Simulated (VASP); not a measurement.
# HfN (P6_3/mmc) in VASP: a series of runs

The runs below take HfN through single point, with PBEsol.

Program: VASP 6.6.1. These are calculated values, not measurements. Logs are shortened: lines on timing, memory, paths and dates and some standing lists are left out, and cuts for length are marked.

## 1. The cell of the first run

Symmetry: P6_3/mmc, No. 194, hexagonal system. The conventional cell has a = 3.081 Å, b = 3.081 Å, c = 5.229 Å, α = 90.00°, β = 90.00°, γ = 120.00°. Within 2.9 Å of Hf (site symmetry -6m2) lie 6 N at 2.21 Å. Within 2.9 Å of N (site symmetry -3m) lie 6 Hf at 2.21 Å and 2 N at 2.61 Å.

## 2. Single point, PBEsol (strain -0.015 along x and y, -0.030 along z)

File INCAR:

```
ALGO = Normal ; EDIFF = 1E-6
ENCUT = 520 ; GGA = PS
ISIF = 2 ; ISMEAR = 0
LASPH = T ; LCHARG = F
LREAL = F ; LWAVE = F
NBANDS = 23 ; NELM = 80
PREC = Accurate ; SIGMA = 0.15
```

File KPOINTS:

```
k-points
0
Gamma
  18 18 10
```

File POSCAR:

```
HfN
1.0
    3.0807916967      0.0000000000      0.0000000000
   -1.5403958484      2.6680438731      0.0000000000
    0.0000000000      0.0000000000      5.2292078537
Hf N
2 2
Direct
    0.6666666667      0.3333333333      0.7500000000
    0.3333333333      0.6666666667      0.2500000000
    0.0000000000      0.0000000000      0.0000000000
    0.0000000000      0.0000000000      0.5000000000
```

Potentials or basis: VASP PAW PBE potentials, release 64 (Hf_pv, N).

Run with:

```sh
$ cat potpaw_PBE.64/Hf_pv/POTCAR potpaw_PBE.64/N/POTCAR > POTCAR
$ mpirun -np 1 vasp_std > vasp.out
```

OUTCAR:

```text
EDIFF = 1E-6
   ENCUT = 520
   GGA = PS
   ISIF = 2
   ISMEAR = 0
   LASPH = T
   LREAL = F
   NELM = 80
   PREC = Accurate

 ion  position               nearest neighbor table
   1  0.667  0.333  0.750-   3 2.21   4 2.21   3 2.21   4 2.21   3 2.21   4 2.21   2 3.16   2 3.16
                             2 3.16   2 3.16   2 3.16   2 3.16
   2  0.333  0.667  0.250-   3 2.21   4 2.21   3 2.21   4 2.21   3 2.21   4 2.21   1 3.16   1 3.16
                             1 3.16   1 3.16   1 3.16   1 3.16
   3  0.000  0.000  0.000-   1 2.21   2 2.21   1 2.21   2 2.21   1 2.21   2 2.21
   4  0.000  0.000  0.500-   1 2.21   2 2.21   1 2.21   2 2.21   1 2.21   2 2.21

  LATTYP: Found a hexagonal cell.
 ALAT       =     3.0807916967
 C/A-ratio  =     1.6973584612

  Lattice vectors:

 A1 = (   3.0807916967,   0.0000000000,   0.0000000000)
 A2 = (  -1.5403958484,   2.6680438731,   0.0000000000)
 A3 = (   0.0000000000,   0.0000000000,   5.2292078537)

Analysis of symmetry for initial positions (statically):
=====================================================================
 Subroutine PRICEL returns:
 Original cell was already a primitive cell.

 Routine SETGRP: Setting up the symmetry group for a
 hexagonal supercell.

 Subroutine GETGRP returns: Found 24 space group operations
 (whereof 12 operations were pure point group operations)
 out of a pool of 24 trial point group operations.

The static configuration has the point symmetry D_3d.
 The point group associated with its full space group is D_6h.

Analysis of symmetry for dynamics (positions and initial velocities):
=====================================================================
 Subroutine PRICEL returns:
 Original cell was already a primitive cell.

 Routine SETGRP: Setting up the symmetry group for a
 hexagonal supercell.

 Subroutine GETGRP returns: Found 24 space group operations
 (whereof 12 operations were pure point group operations)
 out of a pool of 24 trial point group operations.

The dynamic configuration has the point symmetry D_3d.
 The point group associated with its full space group is D_6h.

 Subroutine INISYM returns: Found 24 space group operations
 (whereof 12 operations are pure point group operations),
 and found     1 'primitive' translations

----------------------------------------------------------------------------------------

                                     Primitive cell

  volume of cell :      42.9825
[... 87 lines left out ...]
   ISPIN  =      1    spin polarized calculation?
   LNONCOLLINEAR =      F non collinear calculations
   LSORBIT =      F    spin-orbit coupling
   LASPH  =      T    aspherical Exc in radial PAW
   ENCUT  =  520.0 eV  38.22 Ry    6.18 a.u.   5.73  5.73  9.72*2*pi/ulx,y,z
   NELM   =     80;   NELMIN=  2; NELMDL= -5     # of ELM steps
   EDIFF  = 0.1E-05   stopping-criterion for ELM
   LREAL  =      F    real-space projection
   EDIFFG = 0.1E-04   stopping-criterion for IOM
   NSW    =      0    number of steps for IOM
   IBRION =     -1    ionic relax: 0-MD 1-quasi-New 2-CG
   NFREE  =      0    steps in history (QN), initial steepest desc. (CG)
   ISIF   =      2    stress and relaxation
   ISYM   =      2    0-nonsym 1-usesym 2-fastsym
   POTIM  = 0.5000    time-step for ionic-motion
   TEBEG  =    0.0;   TEEND  =   0.0 temperature during run
   PSTRESS=    0.0 pullay stress
   NELECT =      30.0000    total number of electrons
   NUPDOWN=      -1.0000    fix difference up-down
   EMIN   =  10.00;   EMAX   =-10.00  energy-range for DOS
   EFERMI =   0.00;   METHOD = LEGACY
   ISMEAR =     0;   SIGMA  =   0.15  broadening in eV -4-tet -1-fermi 0-gaus
   EFERMI_NEDOS =   21; number of points for ismear=-14 and -15
   IALGO  =     38    algorithm
   IMIX   =      4    mixing-type and parameters
     AMIX     =   0.40;   BMIX     =  1.00
     AMIX_MAG =   1.60;   BMIX_MAG =  1.00
  volume/ion in A,a.u.               =      10.75        72.51
  Fermi-wavevector in a.u.,A,eV,Ry     =   1.452172  2.744208 28.692030  2.108805
  Thomas-Fermi vector in A             =   2.569585
   LORBIT       =      0    0 simple, 1 ext, 2 COOP (PROOUT), +10 PAW based schemes
   GGA     = PS    functional components
   LHFCALC =     F    Hartree Fock is set to
   AEXX    =    0.0000 exact exchange contribution
   IVDW    =     0    specifies the selected vdW correction
   LEPSILON=     F    determine dielectric tensor
   LRPA    =     F    only Hartree local field effects (RPA)
 non-spin polarized calculation
 Gauss-broadening in eV      SIGMA  =   0.15
  energy-cutoff  :      520.00
  volume of cell :       42.98
 maximum number of plane-waves:      1184
 NGX is ok and might be reduce to    24
   NGX = 11   NGY = 11   NGZ = 19

 number of electron      29.9999992 magnetization

 Free energy of the ion-electron system (eV)
  ---------------------------------------------------
  ext. energy  EPLUGINS =         0.00000000
  ---------------------------------------------------
  free energy    TOTEN  =       -45.74195017 eV

  energy without entropy =      -45.73442307  energy(sigma->0) =      -45.73818662

 E-fermi :   8.4110     XC(G=0): -13.2693

 val. band max:        8.4070754091   @ k =   0.2222  -0.0000   0.5000
 cond. band min:       8.4122463908   @ k =   0.1667   0.0000   0.4000
 fundamental gap:      0.0051709817
 Fermi energy:         8.4110129874

 k-point     1 :       0.0000    0.0000    0.0000
  band No.  band energies     occupation
      1     -23.2577      2.00000
      2     -22.0869      2.00000
      3     -22.0252      2.00000
      4     -22.0252      2.00000
      5     -21.9403      2.00000
      6     -21.9403      2.00000
[... 613 lines left out ...]
     22      15.2319      0.00000
     23      16.1773      0.00000

 [... further k-points ...]
[... 5 lines left out ...]
  --------------------------------------------------------------------------------------
  -------------------------------------------------------------------------------------
  Total        3.8998366      3.8998366      6.0291383     -0.0000000     -0.0000000      0.0000000
  in kB      145.3669875    145.3669875    224.7370230     -0.0000000     -0.0000000      0.0000000
  external PRESSURE =     171.8236660 kB  Pullay stress =       0.0000000 kB

 VOLUME and BASIS-vectors are now :
 -----------------------------------------------------------------------------
  energy-cutoff  :      520.00
  volume of cell :       42.98
      direct lattice vectors                 reciprocal lattice vectors
     3.080791697  0.000000000  0.000000000     0.324591890  0.187403215  0.000000000
    -1.540395848  2.668043873  0.000000000     0.000000000  0.374806430  0.000000000
     0.000000000  0.000000000  5.229207854     0.000000000  0.000000000  0.191233554

 POSITION                                       TOTAL-FORCE (eV/Angst)
 -----------------------------------------------------------------------------------
      1.54040      0.88935      3.92191         0.000000      0.000000      0.000000
     -0.00000      1.77870      1.30730        -0.000000     -0.000000      0.000000
      0.00000      0.00000      0.00000        -0.000000      0.000000      0.000000
      0.00000      0.00000      2.61460        -0.000000      0.000000      0.000000
 -----------------------------------------------------------------------------------
    total drift:                               -0.000000      0.000000     -0.000000

  FREE ENERGIE OF THE ION-ELECTRON SYSTEM (eV)
  ---------------------------------------------------
  free  energy   TOTEN  =       -45.7419501677 eV

  energy  without entropy=      -45.7344230688  energy(sigma->0) =      -45.73818662
```

It took 86 s on 1 thread of AMD EPYC 9R45 (Zen 5), shared host; peak memory 0.28 GiB.

What came out:

| Property | Result |
| --- | --- |
| Free energy | -45.7420 eV |
| Pressure | 17.2 GPa |
| Band gap on the k mesh | zero (band 15 reaches 10.54 eV, above the bottom of band 16 at 7.90 eV) |

Stress tensor (GPa, compression positive):
```
14.54  0.00  0.00
 0.00 14.54  0.00
 0.00  0.00 22.47
```

Caveat: the cell differs from its parent crystal (strain -0.015 along x and y, -0.030 along z); the PAW data sets were made with another functional, which shifts forces and pressure a little; spin-orbit coupling is left out, which moves the levels of the heavy elements.

## 3. Single point, PBEsol (strain -0.030 along x and y, +0.015 along z)

File INCAR:

```
ALGO = Normal
EDIFF = 1E-6
ENCUT = 520
GGA = PS
ISIF = 2
ISMEAR = 0
LASPH = T
LCHARG = F
LREAL = F
LWAVE = F
NBANDS = 23
NELM = 100
PREC = Accurate
SIGMA = 0.15
```

KPOINTS is that of step 2.

File POSCAR:

```
HfN
1.0
    3.0338760871      0.0000000000      0.0000000000
   -1.5169380436      2.6274137633      0.0000000000
    0.0000000000      0.0000000000      5.4717999706
Hf N
2 2
Direct
    0.6666666667      0.3333333333      0.7500000000
    0.3333333333      0.6666666667      0.2500000000
    0.0000000000      0.0000000000      0.0000000000
    0.0000000000      0.0000000000      0.5000000000
```

Potentials or basis: VASP PAW PBE potentials, release 64 (Hf_pv, N).

Run with:

```sh
$ cat potpaw_PBE.64/Hf_pv/POTCAR potpaw_PBE.64/N/POTCAR > POTCAR
$ mpirun -np 1 vasp_std > vasp.out
```

Wall time 90 s (1 thread of AMD EPYC 9R45 (Zen 5), shared host); peak memory 0.28 GiB.

It converged, with:

| Quantity | Value |
| --- | --- |
| Free energy | -45.7310 eV |
| Pressure | 11.9 GPa |
| Band gap on the k mesh | zero (band 15 reaches 9.95 eV, above the bottom of band 16 at 7.70 eV) |

Stress tensor (GPa, compression positive):
```
18.60  0.00  0.00
 0.00 18.60  0.00
 0.00  0.00 -1.48
```

Levels at points of the mesh, in eV from the Fermi level:
```csv
k point,band 13,band 14,band 15,band 16,band 17,band 18
"(0.00, 0.00, 0.00)",-3.44,-1.96,-1.11,0.82,0.82,1.82
"(0.50, 0.00, 0.00)",-3.02,-2.87,-2.70,2.37,3.04,4.87
"(0.00, 0.00, 0.50)",-4.22,-4.22,1.80,1.80,3.00,3.00
"(0.50, 0.00, 0.50)",-4.39,-4.39,-0.19,-0.19,5.45,5.45
```

Caveat: the cell differs from its parent crystal (strain -0.030 along x and y, +0.015 along z); the PAW data sets were made with another functional, which shifts forces and pressure a little; spin-orbit coupling is left out, which moves the levels of the heavy elements.
